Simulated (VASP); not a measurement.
## HfB: single point with LDA

HfB:

```
CELL_PARAMETERS angstrom
0.00000 2.26284 2.26284
2.26284 0.00000 2.26284
2.26284 2.26284 0.00000
ATOMIC_POSITIONS crystal
Hf 0.50000 0.50000 0.50000
B 0.00000 0.00000 0.00000
```

| Property | Result |
| --- | --- |
| Program | VASP 6.6.1 |
| Task | single point |
| Functional | LDA |
| Potentials or basis | VASP PAW LDA potentials, release 64 (Hf_pv, B) |
| Cutoff | 520 eV |
| k mesh | 15 × 15 × 15 |
| Occupations | fermi-dirac, width 0.05 eV |
| Spin | no spin polarisation |
| Dipole correction | no |
| Further INCAR settings | ALGO = Normal; EDIFF = 1e-07; NBANDS = 14 |

```json
{
 "Pressure": "38.4 GPa",
 "Band gap on the k mesh": "zero (an odd number of electrons rules out a gap without spin polarisation)"
}
```

Levels at points of the mesh, in eV from the Fermi level:
```tsv
k point	band 3	band 4	band 5	band 6	band 7	band 8	band 9	band 10	band 11	band 12
(0.00, 0.00, 0.00)	-27.84	-9.62	2.17	2.17	2.17	4.15	4.15	4.15	4.40	4.40
```

It took 59 s on 1 thread of Intel Xeon 8259CL, with other jobs on the host, peak memory 0.16 GiB.

Caveat: the cell stands under pressure; spin-orbit coupling is left out, which moves the levels of the heavy elements.
